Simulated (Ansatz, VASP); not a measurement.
## Two plane-wave programs on Ga3P2

The input INCAR:

```
PREC = Accurate ; ENCUT = 600
EDIFF = 1E-6 ; ISMEAR = 0
SIGMA = 0.1 ; LREAL = False
LASPH = True ; NELM = 100
ALGO = Normal ; ISIF = 3
LWAVE = False ; LCHARG = False
GGA = PE ; IBRION = 2
NSW = 100 ; EDIFFG = -0.01
```

KPOINTS

```
regular mesh
0
Gamma
  6 6 6
```

POSCAR

```
Ga3P2
1.0
    3.2403521725      1.8708181991      5.5602637762
   -3.2403521725      1.8708181991      5.5602637762
    0.0000000000     -3.7416363982      5.5602637762
Ga P
6 4
Direct
    0.5345899786      0.9654100214      0.2500000000
    0.2500000000      0.5345899786      0.9654100214
    0.9654100214      0.2500000000      0.5345899786
    0.4654100214      0.0345899786      0.7500000000
    0.7500000000      0.4654100214      0.0345899786
    0.0345899786      0.7500000000      0.4654100214
    0.3612828212      0.3612828212      0.3612828212
    0.1387171788      0.1387171788      0.1387171788
    0.6387171788      0.6387171788      0.6387171788
    0.8612828212      0.8612828212      0.8612828212
```

Input for Ansatz:

```yaml
crystal:
  lattice:
    - [3.2403521725, 1.8708181991, 5.5602637762]
    - [-3.2403521725, 1.8708181991, 5.5602637762]
    - [0.0, -3.7416363982, 5.5602637762]
  atoms:
    - { symbol: Ga, position: [0.5345899786, 0.9654100214, 0.25] }
    - { symbol: Ga, position: [0.25, 0.5345899786, 0.9654100214] }
    - { symbol: Ga, position: [0.9654100214, 0.25, 0.5345899786] }
    - { symbol: Ga, position: [0.4654100214, 0.0345899786, 0.75] }
    - { symbol: Ga, position: [0.75, 0.4654100214, 0.0345899786] }
    - { symbol: Ga, position: [0.0345899786, 0.75, 0.4654100214] }
    - { symbol: P, position: [0.3612828212, 0.3612828212, 0.3612828212] }
    - { symbol: P, position: [0.1387171788, 0.1387171788, 0.1387171788] }
    - { symbol: P, position: [0.6387171788, 0.6387171788, 0.6387171788] }
    - { symbol: P, position: [0.8612828212, 0.8612828212, 0.8612828212] }
basis:
  ecutwfc: 420
kpoints:
  mp_grid: { grid: [6, 6, 6] }
hamiltonian:
  xc: pbe
scf:
  occupations: { method: gaussian, width: 0.1 }
output:
  forces: true
  stress: true
  eigenvalues: true
relax:
  adjacent_minimum: "off"
  f_tol: 0.01
  max_steps: 80
  cell: { stress_tol: 0.05 }
```

Alike in both runs: task relaxation of cell and atoms; functional PBE; k mesh 6 × 6 × 6; occupations gaussian, width 0.1 eV; no spin polarisation.

|  | VASP | Ansatz |
| --- | --- | --- |
| version | VASP 6.6.1 | Ansatz 0.2.0 |
| potentials or method | VASP PAW PBE potentials, release 64 (Ga_d, P), cutoff 600 eV | scalar-relativistic, plane waves, PAW |
| valence electrons in the cell | 98 | 98 |

```tsv
	VASP	Ansatz	Ansatz less VASP
gap on the k mesh at the Fermi level, each at its own relaxed structure (eV)	none	none	-
relaxed volume (Å³/atom)	20.40	20.42	+0.017
relaxed cell length with the largest relative difference (Å)	6.744	6.758	+0.0142
```

A gap of «none» marks a metal or a gap that the smearing closes.
